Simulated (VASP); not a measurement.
Input of a VASP 6.6.1 run:

INCAR

```
PREC     = Accurate       # precision mode
ENCUT    = 600            # plane-wave cutoff, eV
EDIFF    = 1E-6           # SCF threshold, eV
ISMEAR   = 0              # smearing method
SIGMA    = 0.1            # smearing width, eV
LREAL    = F              # projectors in reciprocal space
LASPH    = T              # aspherical terms in the spheres
NELM     = 80             # most SCF steps
ALGO     = Normal         # electronic algorithm
ISIF     = 3              # what is computed and relaxed
LWAVE    = F              # write WAVECAR
LCHARG   = F              # write CHGCAR
GGA      = PE             # functional
IBRION   = 2              # ionic algorithm
NSW      = 90             # ionic steps
EDIFFG   = -0.04          # ionic threshold
```

Contents of KPOINTS:

```
regular mesh
0
Gamma
  4 4 4
```

Contents of POSCAR:

```
NaH6Rh
1.0
    4.4055609400      0.0000000000      0.0000000000
    0.0000000000      4.4055609400      0.0000000000
    0.0000000000      0.0000000000      4.4055609400
Na H Rh
1 6 1
Direct
    0.5000000000      0.5000000000      0.5000000000
    0.0000000000      0.5000000000      0.7499499900
    0.5000000000      0.2500500100      0.0000000000
    0.7499499900      0.0000000000      0.5000000000
    0.0000000000      0.5000000000      0.2500500100
    0.5000000000      0.7499499900      0.0000000000
    0.2500500100      0.0000000000      0.5000000000
    0.0000000000      0.0000000000      0.0000000000
```

Potentials or basis: VASP PAW PBE potentials, release 64 (Na_pv, H, Rh_pv).

Run with:

```bash
$ cat potpaw_PBE.64/Na_pv/POTCAR potpaw_PBE.64/H/POTCAR potpaw_PBE.64/Rh_pv/POTCAR > POTCAR
$ mpirun -np 1 vasp_std > vasp.out
```

Problem. Estimate the relaxed cell.

Solution. a = 3.969 Å, b = 3.969 Å, c = 3.969 Å, α = 90.00°, β = 90.00°, γ = 90.00°.

Problem. Estimate the band gap on the k mesh.

Solution. Zero (bands 14 and 15 overlap by 1.01 eV).

Problem. Predict the space group after relaxing (to 0.1 Å).

Solution. Pm-3 (No. 200).

Step by step:
| step | energy change (eV) | largest force (eV/Å) | pressure (GPa) | volume (Å³) |
| --- | --- | --- | --- | --- |
| 1 | 0.0000 | 0.7317 | -18.25 | 85.51 |
| 2 | -1.8169 | 0.9931 | -18.19 | 71.31 |
| 3 | -2.6470 | 0.5775 | 50.08 | 38.29 |
| 4 | -3.5789 | 1.1281 | -8.72 | 54.71 |
| 5 | -3.7841 | 0.9845 | 11.17 | 45.68 |
| 6 | -3.8435 | 1.0544 | 3.03 | 48.41 |
| 7 | -4.2603 | 0.8055 | 6.57 | 47.79 |
| 8 | -4.7295 | 0.2607 | 20.87 | 46.37 |
| 9 | -5.0481 | 0.1568 | 17.02 | 48.56 |
| 10 | -5.3146 | 1.7111 | 14.68 | 55.55 |
| 11 | -5.3774 | 0.3704 | 14.40 | 52.25 |
| 12 | -5.4063 | 0.6724 | 14.20 | 53.30 |
| 13 | -5.6488 | 0.0326 | 5.43 | 56.87 |
| 14 | -5.6819 | 0.3843 | 1.01 | 59.22 |
| 15 | -5.6823 | 0.3571 | 1.32 | 59.02 |
| 16 | -5.7109 | 0.2954 | 0.98 | 59.98 |
| 17 | -5.7522 | 0.0313 | 0.47 | 62.54 |

Caveat: the volume moved by over 15 % at a fixed basis, so the end points are rough.
